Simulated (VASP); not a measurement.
# As in VASP: single point with PBE

Aim: the single point of As with PBE.

Program: VASP 6.6.1. These are calculated values, not measurements. Logs are shortened: lines on timing, memory, paths and dates and some standing lists are left out, and cuts for length are marked.

**1. The cell of the first run**

The cell holds a slab with vacuum, 2 atoms: a = 3.619 Å, b = 3.619 Å, c = 22.500 Å, α = 90.00°, β = 90.00°, γ = 120.00°.

**2. Single point, PBE**

Input file INCAR:

```
SYSTEM = As
PREC = Accurate
ENCUT = 400
EDIFF = 1E-6
ISMEAR = 0
SIGMA = 0.04
LREAL = .False.
LASPH = .True.
NELM = 120
ALGO = Normal
ISIF = 2
LWAVE = .False.
LCHARG = .False.
LDIPOL = .True.
IDIPOL = 3
DIPOL = 0.5 0.5 0.635
GGA = PE
NBANDS = 12
GGA_COMPAT = .False.
NELMDL = -8
```

Input file KPOINTS:

```
regular mesh
0
Gamma
  12 12 1
  0 0 0
```

Input file POSCAR:

```
As
1.0
    3.6188151869      0.0000000000      0.0000000000
   -1.8094075934      3.1339858834      0.0000000000
    0.0000000000      0.0000000000     22.5000000000
As
2
Direct
    0.0000000000      0.0000000000      0.6052069157
    0.6666666667      0.3333333333      0.6655501610
```

Potentials or basis: VASP PAW PBE potentials, release 64 (As).

The run is started by

```bash
> cat potpaw_PBE.64/As/POTCAR > POTCAR
> mpirun -np 1 vasp_std > vasp.out
```

OUTCAR:

```text
SYSTEM = As
   PREC = Accurate
   ENCUT = 400
   EDIFF = 1E-6
   ISMEAR = 0
   LREAL = .False.
   LASPH = .True.
   NELM = 120
   ISIF = 2
   GGA = PE
   NELMDL = -8

 ion  position               nearest neighbor table
   1  0.000  0.000  0.605-   2 2.49   2 2.49   2 2.49
   2  0.667  0.333  0.666-   1 2.49   1 2.49   1 2.49

  LATTYP: Found a hexagonal cell.
 ALAT       =     3.6188151869
 C/A-ratio  =     6.2175045804

  Lattice vectors:

 A1 = (   3.6188151869,   0.0000000000,   0.0000000000)
 A2 = (  -1.8094075934,   3.1339858834,   0.0000000000)
 A3 = (   0.0000000000,   0.0000000000,  22.5000000000)

Analysis of symmetry for initial positions (statically):
=====================================================================
 Subroutine PRICEL returns:
 Original cell was already a primitive cell.

 Routine SETGRP: Setting up the symmetry group for a
 hexagonal supercell.

 Subroutine GETGRP returns: Found 12 space group operations
 (whereof  6 operations were pure point group operations)
 out of a pool of 24 trial point group operations.

The static configuration has the point symmetry C_3v.
 The point group associated with its full space group is D_3d.

Analysis of symmetry for dynamics (positions and initial velocities):
=====================================================================
 Subroutine PRICEL returns:
 Original cell was already a primitive cell.

 Routine SETGRP: Setting up the symmetry group for a
 hexagonal supercell.

 Subroutine GETGRP returns: Found 12 space group operations
 (whereof  6 operations were pure point group operations)
 out of a pool of 24 trial point group operations.

The dynamic configuration has the point symmetry C_3v.
 The point group associated with its full space group is D_3d.

 Subroutine INISYM returns: Found 12 space group operations
 (whereof  6 operations are pure point group operations),
 and found     1 'primitive' translations

----------------------------------------------------------------------------------------

                                     Primitive cell

  volume of cell :     255.1796

  direct lattice vectors                    reciprocal lattice vectors
     3.618815187  0.000000000  0.000000000     0.276333537  0.159541242  0.000000000
    -1.809407593  3.133985883  0.000000000     0.000000000  0.319082484  0.000000000
     0.000000000  0.000000000 22.500000000     0.000000000  0.000000000  0.044444444

  length of vectors
     3.618815187  3.618815187 22.500000000     0.319082484  0.319082484  0.044444444

  position of ions in fractional coordinates (direct lattice)
     0.000000000  0.000000000  0.605206916
     0.666666667  0.333333333  0.665550161

  ion indices of the primitive-cell ions
   primitive index   ion index
                 1           1
                 2           2

----------------------------------------------------------------------------------------

 KPOINTS: regular mesh

Automatic generation of k-mesh.
 Grid dimensions read from file:
 generate k-points for:   12   12    1

 Generating k-lattice:

  Cartesian coordinates                     Fractional coordinates (reciprocal lattice)
     0.023027795  0.013295103  0.000000000     0.083333333  0.000000000  0.000000000
     0.000000000  0.026590207  0.000000000     0.000000000  0.083333333  0.000000000
     0.000000000  0.000000000  0.044444444     0.000000000  0.000000000  1.000000000

  Length of vectors
     0.026590207  0.026590207  0.044444444

  Shift w.r.t. Gamma in fractional coordinates (k-lattice)
     0.000000000  0.000000000  0.000000000

 Subroutine IBZKPT returns following result:
 ===========================================

 Found     19 irreducible k-points:

 Following reciprocal coordinates:
            Coordinates               Weight
  0.000000  0.000000  0.000000      1.000000
  0.083333  0.000000  0.000000      6.000000
  0.166667 -0.000000  0.000000      6.000000
  0.250000 -0.000000  0.000000      6.000000
  0.333333  0.000000  0.000000      6.000000
  0.416667 -0.000000  0.000000      6.000000
[... 11 lines left out ...]
  0.333333  0.250000  0.000000     12.000000
  0.333333  0.333333  0.000000      2.000000
   k-points           NKPTS =     19   k-points in BZ     NKDIM =     19   number of bands    NBANDS=     12
   number of dos      NEDOS =    301   number of ions     NIONS =      2
   total plane-waves  NPLWV =  86400
   dimension x,y,z NGX =    24 NGY =   24 NGZ =  150
   dimension x,y,z NGXF=    48 NGYF=   48 NGZF=  300
   ions per type =               2
   NGX,Y,Z   is equivalent  to a cutoff of  11.03, 11.03, 11.08 a.u.
   NGXF,Y,Z  is equivalent  to a cutoff of  22.05, 22.05, 22.17 a.u.
 SYSTEM =  As
   PREC   = accura    normal or accurate (medium, high low for compatibility)
   ISTART =      0    job   : 0-new  1-cont  2-samecut
   ICHARG =      2    charge: 1-file 2-atom 10-const
   ISPIN  =      1    spin polarized calculation?
   LNONCOLLINEAR =      F non collinear calculations
   LSORBIT =      F    spin-orbit coupling
   LASPH  =      T    aspherical Exc in radial PAW
   ENCUT  =  400.0 eV  29.40 Ry    5.42 a.u.   5.90  5.90 36.69*2*pi/ulx,y,z
   NELM   =    120;   NELMIN=  2; NELMDL= -8     # of ELM steps
   EDIFF  = 0.1E-05   stopping-criterion for ELM
   LREAL  =      F    real-space projection
   EDIFFG = 0.1E-04   stopping-criterion for IOM
   NSW    =      0    number of steps for IOM
   IBRION =     -1    ionic relax: 0-MD 1-quasi-New 2-CG
   NFREE  =      0    steps in history (QN), initial steepest desc. (CG)
   ISIF   =      2    stress and relaxation
   ISYM   =      2    0-nonsym 1-usesym 2-fastsym
   POTIM  = 0.5000    time-step for ionic-motion
   TEBEG  =    0.0;   TEEND  =   0.0 temperature during run
   PSTRESS=    0.0 pullay stress
   NELECT =      10.0000    total number of electrons
   NUPDOWN=      -1.0000    fix difference up-down
   EMIN   =  10.00;   EMAX   =-10.00  energy-range for DOS
   EFERMI =   0.00;   METHOD = LEGACY
   ISMEAR =     0;   SIGMA  =   0.04  broadening in eV -4-tet -1-fermi 0-gaus
   EFERMI_NEDOS =   21; number of points for ismear=-14 and -15
   IALGO  =     38    algorithm
   IMIX   =      4    mixing-type and parameters
     AMIX     =   0.40;   BMIX     =  1.00
     AMIX_MAG =   1.60;   BMIX_MAG =  1.00
  volume/ion in A,a.u.               =     127.59       861.02
  Fermi-wavevector in a.u.,A,eV,Ry     =   0.556066  1.050812  4.207046  0.309209
  Thomas-Fermi vector in A             =   1.590073
   LORBIT       =      0    0 simple, 1 ext, 2 COOP (PROOUT), +10 PAW based schemes
   GGA     = PE    functional components
   LHFCALC =     F    Hartree Fock is set to
   AEXX    =    0.0000 exact exchange contribution
   IVDW    =     0    specifies the selected vdW correction
   LEPSILON=     F    determine dielectric tensor
   LRPA    =     F    only Hartree local field effects (RPA)
 non-spin polarized calculation
 Gauss-broadening in eV      SIGMA  =   0.04
  energy-cutoff  :      400.00
  volume of cell :      255.18
 maximum number of plane-waves:      4672
 NGX is ok and might be reduce to    24
   NGX = 11   NGY = 11   NGZ = 73

 number of electron      10.0000000 magnetization

 dipolmoment           0.000000      0.000000     -0.000000 electrons x Angstroem

 number of electron       9.9999997 magnetization

 dipolmoment           0.000000      0.000000      0.000002 electrons x Angstroem

 Free energy of the ion-electron system (eV)
  ---------------------------------------------------
  ext. energy  EPLUGINS =         0.00000000
  ---------------------------------------------------
  free energy    TOTEN  =        -9.32458262 eV

  energy without entropy =       -9.32458262  energy(sigma->0) =       -9.32458262

 E-fermi :  -3.6951     XC(G=0):  -2.3147

 val. band max:       -3.9254406752   @ k =   0.0000   0.0000   0.0000
 cond. band min:      -2.1366200731   @ k =   0.3333   0.0000   0.0000
 fundamental gap:      1.7888206021
 Fermi energy:        -3.6951274518

 k-point     1 :       0.0000    0.0000    0.0000
  band No.  band energies     occupation
      1     -17.2976      2.00000
      2     -10.7978      2.00000
      3      -4.1594      2.00000
      4      -3.9254      2.00000
      5      -3.9254      2.00000
      6      -1.9824      0.00000
      7      -0.3155      0.00000
      8      -0.3155      0.00000
      9       1.1407      0.00000
     10       1.3831      0.00000
     11       1.9773      0.00000
     12       2.4083      0.00000

 k-point     2 :       0.0833    0.0000    0.0000
  band No.  band energies     occupation
      1     -17.2060      2.00000
      2     -10.7918      2.00000
      3      -4.8064      2.00000
      4      -4.1279      2.00000
      5      -4.1184      2.00000
      6      -1.3326      0.00000
      7      -0.4234      0.00000
      8      -0.0962      0.00000
      9       1.2631      0.00000
     10       1.4909      0.00000
     11       2.0818      0.00000
     12       2.5165      0.00000

 k-point     3 :       0.1667   -0.0000    0.0000
  band No.  band energies     occupation
      1     -16.9342      2.00000
      2     -10.8265      2.00000
      3      -6.0895      2.00000
      4      -4.5786      2.00000
      5      -4.0356      2.00000
      6      -1.5555      0.00000
      7       0.2670      0.00000
      8       0.3484      0.00000
      9       1.5839      0.00000
     10       1.8165      0.00000
     11       2.3847      0.00000
     12       2.8276      0.00000

 k-point     4 :       0.2500   -0.0000    0.0000
  band No.  band energies     occupation
      1     -16.4919      2.00000
      2     -11.0705      2.00000
      3      -7.0277      2.00000
      4      -5.0571      2.00000
      5      -4.0713      2.00000
      6      -2.0403      0.00000
      7       0.5546      0.00000
      8       0.6933      0.00000
      9       1.9691      0.00000
     10       2.3424      0.00000
     11       2.8927      0.00000
     12       3.3035      0.00000

 k-point     5 :       0.3333    0.0000    0.0000
  band No.  band energies     occupation
      1     -15.9051      2.00000
      2     -11.6796      2.00000
      3      -7.3662      2.00000
      4      -5.4463      2.00000
      5      -4.4335      2.00000
      6      -2.1366      0.00000
      7       0.1285      0.00000
      8       0.8322      0.00000
      9       2.6467      0.00000
     10       2.8250      0.00000
     11       3.4733      0.00000
     12       4.0178      0.00000
[... 153 lines left out ...]
      1     -14.5995      2.00000
      2     -13.0621      2.00000
      3      -7.5655      2.00000
      4      -6.2161      2.00000
      5      -5.2531      2.00000
      6      -0.9586      0.00000
      7      -0.1497      0.00000
      8       0.5555      0.00000
      9       3.0725      0.00000
     10       4.9835      0.00000
     11       5.0837      0.00000
     12       5.3086      0.00000

 k-point    17 :       0.2500    0.2500    0.0000
  band No.  band energies     occupation
      1     -15.0308      2.00000
      2     -12.5116      2.00000
      3      -7.5723      2.00000
      4      -6.6513      2.00000
      5      -4.7564      2.00000
      6      -1.0126      0.00000
      7      -0.1415      0.00000
      8       1.1435      0.00000
      9       3.6145      0.00000
     10       3.8266      0.00000
     11       4.3674      0.00000
     12       4.6476      0.00000

 k-point    18 :       0.3333    0.2500    0.0000
  band No.  band energies     occupation
      1     -14.3977      2.00000
      2     -13.1683      2.00000
      3      -7.9703      2.00000
      4      -6.1707      2.00000
      5      -5.2468      2.00000
      6      -1.3784      0.00000
      7       0.4569      0.00000
      8       0.9774      0.00000
      9       3.9071      0.00000
     10       4.6151      0.00000
     11       4.8348      0.00000
     12       5.2137      0.00000

 k-point    19 :       0.3333    0.3333    0.0000
  band No.  band energies     occupation
      1     -13.7699      2.00000
      2     -13.7699      2.00000
      3      -8.2008      2.00000
      4      -5.6887      2.00000
      5      -5.6887      2.00000
      6      -1.6165      0.00000
      7       0.9348      0.00000
      8       0.9348      0.00000
      9       4.3368      0.00000
     10       5.0386      0.00000
     11       5.0386      0.00000
     12       5.8268      0.00000

------------------------ aborting loop because EDIFF is reached ----------------------------------------

 vacuum level on the upper side and lower side of the slab       (xc-potential included)        -0.007        -0.007

  FORCE on cell =-STRESS in cart. coord.  units (eV):
  Direction    XX          YY          ZZ          XY          YZ          ZX
  --------------------------------------------------------------------------------------
  -------------------------------------------------------------------------------------
  Total        0.1068908      0.1068908      0.6299501      0.0000000      0.0000000      0.0000000
  in kB        0.6711271      0.6711271      3.9552212      0.0000000      0.0000000      0.0000000
  external PRESSURE =       1.7658251 kB  Pullay stress =       0.0000000 kB

 VOLUME and BASIS-vectors are now :
 -----------------------------------------------------------------------------
  energy-cutoff  :      400.00
  volume of cell :      255.18
      direct lattice vectors                 reciprocal lattice vectors
     3.618815187  0.000000000  0.000000000     0.276333537  0.159541242  0.000000000
    -1.809407593  3.133985883  0.000000000     0.000000000  0.319082484  0.000000000
     0.000000000  0.000000000 22.500000000     0.000000000  0.000000000  0.044444444

 POSITION                                       TOTAL-FORCE (eV/Angst)
 -----------------------------------------------------------------------------------
      0.00000      0.00000     13.61716        -0.000000      0.000000     -0.469031
      1.80941      1.04466     14.97488         0.000000     -0.000000      0.469031
 -----------------------------------------------------------------------------------
    total drift:                               -0.000000      0.000000      0.000013

  FREE ENERGIE OF THE ION-ELECTRON SYSTEM (eV)
  ---------------------------------------------------
  free  energy   TOTEN  =        -9.3245826232 eV

  energy  without entropy=       -9.3245826232  energy(sigma->0) =       -9.32458262

 vacuum level on the upper side and lower side of the slab         1.660         1.659
```

Wall time 46 s (1 thread of Intel Xeon Platinum 8375C at 2.90GHz (Ice Lake), shared host); peak memory 0.27 GiB.

What came out:

- Free energy: -9.3246 eV
- Largest force: 0.469 eV/Å
- Band gap on the k mesh: 1.79 eV, indirect (least direct gap 1.94 eV)

Forces in eV/Å, atoms in the order of the input:
```
As   0.000  0.000 -0.469
As   0.000  0.000  0.469
```
